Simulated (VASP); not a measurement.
# GaAs3 (P-31m) in VASP: notebook, part 2 of 2

VASP 6.6.1. The steps go on from the part before.

**3. Single point, PBE**

This run uses another cell than the first one, of 23.21 Å³/atom.

INCAR

```
SYSTEM = GaAs3
PREC = Accurate
ENCUT = 520
EDIFF = 1E-7
ISMEAR = 0
SIGMA = 0.1
LREAL = .FALSE.
LASPH = .TRUE.
NELM = 80
ALGO = Normal
ISIF = 2
LWAVE = .FALSE.
LCHARG = .TRUE.
GGA = PE
LELF = .TRUE.
LVHAR = .TRUE.
NBANDS = 38
```

KPOINTS

```
Automatic mesh
0
G
  3 3 4
  0 0 0
```

POSCAR

```
GaAs3
1.0
    6.6067090909      0.0000000033      0.0000000000
   -3.3033545483      5.7215779065      0.0000000000
    0.0000000000      0.0000000000      4.9122459287
Ga As
2 6
Direct
    0.3333333333      0.6666666667      0.5000000000
    0.6666666667      0.3333333333      0.5000000000
    0.3459915593      0.0000000000      0.1445066741
    0.0000000000      0.3459915593      0.1445066741
    0.6540084407      0.6540084407      0.1445066741
    0.0000000000      0.6540084407      0.8554933259
    0.6540084407      0.0000000000      0.8554933259
    0.3459915593      0.3459915593      0.8554933259
```

Potentials or basis: VASP PAW PBE potentials, release 64 (Ga_d, As).

Run with:

```bash
$ cat potpaw_PBE.64/Ga_d/POTCAR potpaw_PBE.64/As/POTCAR > POTCAR
$ mpirun -np 1 vasp_std > vasp.out
```

Run time: 42 s. Hardware: 1 thread of Intel Xeon 6975P-C (Granite Rapids), shared host; peak memory 0.32 GiB.

The run converged. Its results:

| Property | Result |
| --- | --- |
| Free energy | -33.4445 eV |
| Pressure | 0.0 GPa |
| Largest force | 0.028 eV/Å |
| Band gap on the k mesh | zero (bands 28 and 29 overlap by 1.49 eV) |

Forces on the atoms (eV/Å):
```
Ga   0.000  0.000  0.000
Ga   0.000  0.000  0.000
As  -0.022  0.000  0.018
As   0.011 -0.019  0.018
As   0.011  0.019  0.018
As  -0.011  0.019 -0.018
As   0.022  0.000 -0.018
As  -0.011 -0.019 -0.018
```

Stress tensor (GPa, compression positive):
```
-0.03  0.00  0.00
 0.00 -0.03  0.00
 0.00  0.00  0.08
```

Levels at points of the mesh, in eV from the Fermi level:
```tsv
k point	band 24	band 25	band 26	band 27	band 28	band 29	band 30	band 31	band 32	band 33
(0.00, 0.00, 0.00)	-1.39	-1.39	-1.36	-1.26	-0.70	-0.70	-0.43	0.04	0.04	1.75
(0.00, 0.00, 0.50)	-3.39	-1.34	-1.34	-1.07	0.40	1.36	1.36	3.15	3.15	3.33
```

Caveat: the k points lie up to 0.37 Å⁻¹ apart, too coarse for converged energies and pressures of a metal.

**4. Single point, PBE**

This run uses another cell than the first one, of 22.93 Å³/atom.

INCAR

```
ALGO = Normal
EDIFF = 1E-6
ENCUT = 520
GGA = PE
ISIF = 2
ISMEAR = 0
LASPH = True
LCHARG = True
LELF = True
LREAL = False
LVHAR = True
LWAVE = False
NBANDS = 38
NELM = 60
PREC = Accurate
SIGMA = 0.2
```

KPOINTS

```
k-points
0
Gamma
  4 6 6
```

POSCAR

```
GaAs3
1.0
    0.0000000000      0.0000000000      4.9664209400
    6.5307361621      0.0000000000      0.0000000000
   -3.2653680810      5.6557834218      0.0000000000
Ga As
2 6
Direct
    0.5000000000      0.3333333333      0.6666666667
    0.5000000000      0.6666666667      0.3333333333
    0.1453782357      0.3457985594      0.0000000000
    0.1453782357      0.0000000000      0.3457985594
    0.1453782357      0.6542014406      0.6542014406
    0.8546217643      0.0000000000      0.6542014406
    0.8546217643      0.6542014406      0.0000000000
    0.8546217643      0.3457985594      0.3457985594
```

Run with:

```bash
$ cat potpaw_PBE.64/Ga_d/POTCAR potpaw_PBE.64/As/POTCAR > POTCAR
$ mpirun -np 1 vasp_std > vasp.out
```

It took 76 s on 1 thread of Intel Xeon 6975P-C (Granite Rapids), shared host; peak memory 0.37 GiB.

Results (log left out):

```
Free energy            : -33.3330 eV
Pressure               : 0.3 GPa
Largest force          : 0.055 eV/Å
Band gap on the k mesh : zero (bands 28 and 29 overlap by 1.58 eV)
```

Forces on the atoms (eV/Å):
```
Ga   0.000  0.000  0.000
Ga   0.000  0.000  0.000
As  -0.054  0.000 -0.013
As   0.027 -0.046 -0.013
As   0.027  0.046 -0.013
As  -0.027  0.046  0.013
As   0.054  0.000  0.013
As  -0.027 -0.046  0.013
```

Stress tensor (GPa, compression positive):
```
0.26 0.00 0.00
0.00 0.26 0.00
0.00 0.00 0.50
```

Levels at points of the mesh, in eV from the Fermi level:
| k point | band 25 | band 26 | band 27 | band 28 | band 29 | band 30 | band 31 | band 32 |
| --- | --- | --- | --- | --- | --- | --- | --- | --- |
| (0.00, 0.00, 0.00) | -1.34 | -1.27 | -1.27 | -0.78 | -0.78 | -0.36 | 0.06 | 0.06 |
| (0.50, 0.00, 0.00) | -1.27 | -1.23 | -1.23 | 0.44 | 1.46 | 1.46 | 3.12 | 3.12 |
| (0.00, 0.50, 0.00) | -2.98 | -1.69 | -1.37 | -0.44 | 0.44 | 0.93 | 1.81 | 1.84 |
| (0.50, 0.50, 0.00) | -2.05 | -1.53 | -1.15 | -0.43 | 0.17 | 0.64 | 1.26 | 2.33 |

**5. Relaxation of cell and atoms, PBE**

INCAR

```
SYSTEM = GaAs3
ALGO     = Normal         ! electronic algorithm
EDIFF    = 1E-6           ! SCF threshold, eV
EDIFFG   = -0.04          ! ionic threshold
ENCUT    = 600            ! plane-wave cutoff, eV
GGA      = PE             ! functional
IBRION   = 2              ! ionic algorithm
ISIF     = 3              ! what is computed and relaxed
ISMEAR   = 0              ! smearing method
LASPH    = .TRUE.         ! aspherical terms in the spheres
LCHARG   = .FALSE.        ! write CHGCAR
LREAL    = .FALSE.        ! projectors in reciprocal space
LWAVE    = .FALSE.        ! write WAVECAR
NELM     = 60             ! most SCF steps
NSW      = 90             ! ionic steps
PREC     = Accurate       ! precision mode
SIGMA    = 0.1            ! smearing width, eV
```

KPOINTS

```
k-points
0
G
  3 3 4
  0 0 0
```

POSCAR

```
GaAs3
1.0
    5.7784933900      0.0000000000      0.0000000000
   -2.8892467000      5.0043220800      0.0000000000
    0.0000000000      0.0000000000      5.3797156800
Ga As
2 6
Direct
    0.3333333300      0.6666666700      0.5000000000
    0.6666666700      0.3333333300      0.5000000000
    0.3108499900      0.0000000000      0.2228000000
    0.0000000000      0.3108499900      0.2228000000
    0.6891500100      0.6891500100      0.2228000000
    0.0000000000      0.6891500100      0.7772000000
    0.6891500100      0.0000000000      0.7772000000
    0.3108499900      0.3108499900      0.7772000000
```

Run with:

```bash
$ cat potpaw_PBE.64/Ga_d/POTCAR potpaw_PBE.64/As/POTCAR > POTCAR
$ mpirun -np 1 vasp_std > vasp.out
```

Wall time 15 min (1 thread of Intel Xeon 6975P-C (Granite Rapids), shared host); peak memory 0.36 GiB.

Results (log left out):

```
Free energy                           : -33.4421 eV
Relaxed volume                        : 23.14 Å³/atom
Relaxed cell                          : a = 6.599 Å, b = 6.599 Å, c = 4.908 Å, α = 90.00°, β = 90.00°, γ = 120.00°
Space group after relaxing (to 0.1 Å) : P-31m (No. 162)
Energy gained by relaxing             : 402.8 meV/atom
Ionic steps                           : 41
Pressure after relaxing               : 0.1 GPa
Largest force after relaxing          : 0.037 eV/Å
Band gap on the k mesh                : zero (bands 28 and 29 overlap by 1.51 eV)
```

Forces in eV/Å, atoms in the order of the input:
```
Ga   0.000  0.000  0.000
Ga   0.000  0.000  0.000
As   0.026  0.000  0.026
As  -0.013  0.023  0.026
As  -0.013 -0.023  0.026
As   0.013 -0.023 -0.026
As  -0.026  0.000 -0.026
As   0.013  0.023 -0.026
```

Stress tensor (GPa, compression positive):
```
0.05 0.00 0.00
0.00 0.05 0.00
0.00 0.00 0.19
```

The path:
```tsv
step	energy change (eV)	largest force (eV/Å)	pressure (GPa)	volume (Å³)
1	0.0000	1.3295	6.39	155.57
3	-0.6316	0.6539	-3.33	173.40
5	-0.5787	1.9328	10.93	153.98
7	-1.3934	0.4382	3.49	159.62
9	-1.4557	0.3382	1.43	161.89
11	-1.5193	0.4016	0.56	167.17
13	-1.7199	0.8241	-3.53	180.73
15	-1.9852	1.3371	-6.72	200.55
17	-2.0603	1.3185	-6.82	203.18
19	-2.2983	1.1518	-6.69	213.91
21	-2.3641	0.9658	-6.39	217.98
23	-2.4658	0.8164	-5.94	217.55
25	-3.0357	0.1478	-2.33	197.86
27	-3.1023	0.3126	-0.35	190.54
29	-3.1132	0.3308	-0.07	189.14
31	-3.1743	0.1185	0.19	185.00
33	-3.1867	0.0524	0.54	182.11
35	-3.2014	0.2207	-0.57	185.73
37	-3.2178	0.1346	-0.50	186.50
39	-3.2187	0.0986	-0.50	186.68
41	-3.2222	0.0368	0.09	185.10
```

Final structure:
```
Ga As
1.0
     6.59914    0.00000    0.00000
    -3.29957    5.71502    0.00000
     0.00000    0.00000    4.90804
Ga As
2 6
Direct
  0.33333 0.66667 0.50000
  0.66667 0.33333 0.50000
  0.34529 0.00000 0.14450
  0.00000 0.34529 0.14450
  0.65471 0.65471 0.14450
  0.00000 0.65471 0.85550
  0.65471 0.00000 0.85550
  0.34529 0.34529 0.85550
```

Levels at points of the mesh, in eV from the Fermi level:
```
           k point  band 25  band 26  band 27  band 28  band 29  band 30  band 31  band 32
(0.00, 0.00, 0.00)    -1.42    -1.36    -1.27    -0.71    -0.71    -0.43     0.03     0.03
(0.00, 0.00, 0.50)    -1.36    -1.36    -1.07     0.36     1.37     1.37     3.16     3.16
```

Caveat: the k points lie up to 0.37 Å⁻¹ apart in the final cell, too coarse for converged energies and pressures of a metal; the volume moved by over 15 % at a fixed basis, so the end points are rough.

**6. Single point, PBE**

This run uses another cell than the first one, of 22.93 Å³/atom.

INCAR

```
PREC = Accurate ; ENCUT = 520
EDIFF = 1E-7 ; ISMEAR = 0
SIGMA = 0.1 ; LREAL = F
LASPH = T ; NELM = 100
ALGO = Normal ; ISIF = 2
LWAVE = F ; LCHARG = T
GGA = PE ; LELF = T
LVHAR = T ; NBANDS = 38
```

KPOINTS

```
Automatic mesh
0
Gamma
  6 6 8
```

POSCAR

```
GaAs3
1.0
    6.5307361621      0.0000000000      0.0000000000
   -3.2653680810      5.6557834218      0.0000000000
    0.0000000000      0.0000000000      4.9664209400
Ga As
2 6
Direct
    0.3333333333      0.6666666667      0.5000000000
    0.6666666667      0.3333333333      0.5000000000
    0.3457985594      0.0000000000      0.1453782357
    0.0000000000      0.3457985594      0.1453782357
    0.6542014406      0.6542014406      0.1453782357
    0.0000000000      0.6542014406      0.8546217643
    0.6542014406      0.0000000000      0.8546217643
    0.3457985594      0.3457985594      0.8546217643
```

Potentials or basis: VASP PAW PBE potentials, release 64 (Ga_d, As).

Run with:

```bash
$ cat potpaw_PBE.64/Ga_d/POTCAR potpaw_PBE.64/As/POTCAR > POTCAR
$ mpirun -np 1 vasp_std > vasp.out
```

Wall time 2.6 min (1 thread of Intel Xeon 6975P-C (Granite Rapids), shared host); peak memory 0.45 GiB.

Results (log left out):

```yaml
Free_energy: -33.3372 eV
Pressure: 0.2 GPa
Largest_force: 0.039 eV/Å
Band_gap_on_the_k_mesh: zero (bands 28 and 29 overlap by 1.58 eV)
```

Forces in eV/Å, atoms in the order of the input:
```
Ga   0.000  0.000  0.000
Ga   0.000  0.000  0.000
As  -0.023  0.000  0.032
As   0.012 -0.020  0.032
As   0.012  0.020  0.032
As  -0.012  0.020 -0.032
As   0.023  0.000 -0.032
As  -0.012 -0.020 -0.032
```

Levels at points of the mesh, in eV from the Fermi level:
| k point | band 25 | band 26 | band 27 | band 28 | band 29 | band 30 | band 31 | band 32 |
| --- | --- | --- | --- | --- | --- | --- | --- | --- |
| (0.00, 0.00, 0.00) | -1.33 | -1.28 | -1.28 | -0.77 | -0.77 | -0.36 | 0.06 | 0.06 |
| (0.50, 0.00, 0.00) | -2.99 | -1.69 | -1.36 | -0.44 | 0.44 | 0.94 | 1.81 | 1.85 |
| (0.00, 0.00, 0.50) | -1.27 | -1.23 | -1.23 | 0.44 | 1.46 | 1.46 | 3.12 | 3.12 |
| (0.50, 0.00, 0.50) | -2.05 | -1.53 | -1.14 | -0.43 | 0.18 | 0.64 | 1.26 | 2.33 |

**7. Overview**

| task | cell | k mesh | cutoff (eV) | smearing | gap on the mesh (eV) | pressure (GPa) | largest force (eV/Å) |
| --- | --- | --- | --- | --- | --- | --- | --- |
| single point | a = 5.778, b = 5.778, c = 5.380 Å, angles 90.0, 90.0, 120.0°, 8 atoms, atomic positions A | 3 × 3 × 4 | 520 | gaussian 0.1 eV | none | 6.4 | 1.33 |
| single point | a = 6.607, b = 6.607, c = 4.912 Å, angles 90.0, 90.0, 120.0°, 8 atoms, atomic positions B | 3 × 3 × 4 | 520 | gaussian 0.1 eV | none | 0.0 | 0.03 |
| single point | a = 4.966, b = 6.531, c = 6.531 Å, angles 120.0, 90.0, 90.0°, 8 atoms, atomic positions C | 4 × 6 × 6 | 520 | gaussian 0.2 eV | none | 0.3 | 0.06 |
| relaxation of cell and atoms | relaxed from a = 5.778, b = 5.778, c = 5.380 Å, angles 90.0, 90.0, 120.0°, 8 atoms, atomic positions A | 3 × 3 × 4 | 600 | gaussian 0.1 eV | none | 0.1 | 0.04 |
| single point | a = 6.531, b = 6.531, c = 4.966 Å, angles 90.0, 90.0, 120.0°, 8 atoms, atomic positions B | 6 × 6 × 8 | 520 | gaussian 0.1 eV | none | 0.2 | 0.04 |

Alike in all rows: level PBE; potentials or basis VASP PAW PBE potentials, release 64 (Ga_d, As); no spin polarisation.

Caveats: some runs use coarse meshes; forces of over 1 eV/Å act on the atoms, so gaps and moduli don't describe the material at rest (at least some runs); the volume moved by over 15 % at a fixed basis, so the end points are rough (at least some runs).

Absolute energies hang on the potentials; compare differences alone.
